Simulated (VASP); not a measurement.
Crystal: CuSn3.

```xyz
4
Lattice="-2.2399 2.2399 4.8707 2.2399 -2.2399 4.8707 2.2399 2.2399 -4.8707" Properties=species:S:1:pos:R:3 pbc="T T T"
Sn    0.0000    0.0000    4.8707
Sn    2.2399    0.0000    2.4354
Sn    0.0000    2.2399    2.4354
Cu    0.0000    0.0000    0.0000
```

Base run:

* Program: VASP 6.6.1
* Functional: r2SCAN
* Potentials or basis: VASP PAW PBE potentials, release 64 (Sn_d, Cu)
* Cutoff: 520 eV
* k mesh: 8 × 8 × 8
* Occupations: fermi-dirac, width 0.05 eV
* Spin: no spin polarisation

Its results: pressure -2.6 GPa.

Problem. The run is repeated on the same cell with these changes: functional from r2SCAN to PBE; further incar settings from ALGO = Normal; EDIFF = 1e-07; NBANDS = 34 to ALGO = Fast; EDIFF = 1e-07; NBANDS = 34. What comes out?

Solution. Pressure -1.0 GPa.

Caveats: the PAW data sets were made with another functional, which shifts forces and pressure a little (some runs).
